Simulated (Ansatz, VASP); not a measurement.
## La in VASP and in Ansatz

```xyz
1
Lattice="-2.1238 2.1238 2.1238 2.1238 -2.1238 2.1238 2.1238 2.1238 -2.1238" Properties=species:S:1:pos:R:3 pbc="T T T"
La    0.0000    0.0000    0.0000
```

Alike in both runs: task single point; functional LDA; k mesh 9 × 9 × 9; occupations gaussian, width 0.1 eV; no spin polarisation.

|  | VASP | Ansatz |
| --- | --- | --- |
| version | VASP 6.6.1 | Ansatz 0.2.0 |
| potentials or method | VASP PAW LDA potentials, release 64 (La), cutoff 520 eV | all-electron LAPW, scalar-relativistic |

Ansatz gave:

```
gap on the k mesh at the Fermi level (eV) : none
pressure (GPa)                            : -3.8
```

Problem. Estimate VASP's values.

Solution. gap on the k mesh at the Fermi level (eV): none; pressure (GPa): -3.9.

LDA's correlation is that of Perdew and Zunger in VASP and of Perdew and Wang (1992) in Ansatz. A gap of «none» marks a metal or a gap that the smearing closes. Ansatz ran all-electron here, and VASP with PAW potentials.

Spin-orbit coupling is off throughout.
